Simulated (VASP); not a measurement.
Runs of VASP 6.6.1 on Sb. The typed cell holds 2 atoms: a = 3.353 Å, b = 3.353 Å, c = 5.808 Å, α = 73.22°, β = 73.22°, γ = 60.00°. 

```tsv
level	potentials or basis	gap on the mesh (eV)	pressure (GPa)	largest force (eV/Å)
RPBE	VASP PAW PBE potentials, release 64 (Sb)	none	14.6	2.08
revPBE	VASP PAW PBE potentials, release 64 (Sb)	none	14.2	2.06
PBE	VASP PAW PBE potentials, release 64 (Sb)	none	13.2	2.01
PBEsol	VASP PAW PBE potentials, release 64 (Sb)	none	10.1	1.86
LDA	VASP PAW LDA potentials, release 64 (Sb)	none	(b)	1.67
BLYP	VASP PAW PBE potentials, release 64 (Sb)	none	(a)	2.11
```

Alike in all rows: task single point; no spin polarisation; cell as given; k mesh 9 × 9 × 5; cutoff (eV) 520; smearing fermi-dirac 0.05 eV.

**Question.** Estimate the missing entries.

**Answer.** (a) 19.1; (b) 8.8.

Caveats: spin-orbit coupling is left out, which moves the levels of the heavy elements; the PAW data sets were made with another functional, which shifts forces and pressure a little (some runs); forces of over 1 eV/Å act on the atoms, so gaps and moduli don't describe the material at rest (some runs).

A k mesh can miss the band edges, and the runs leave out spin-orbit coupling on Sb.

A gap of «none» marks levels without a gap at the run's occupations.
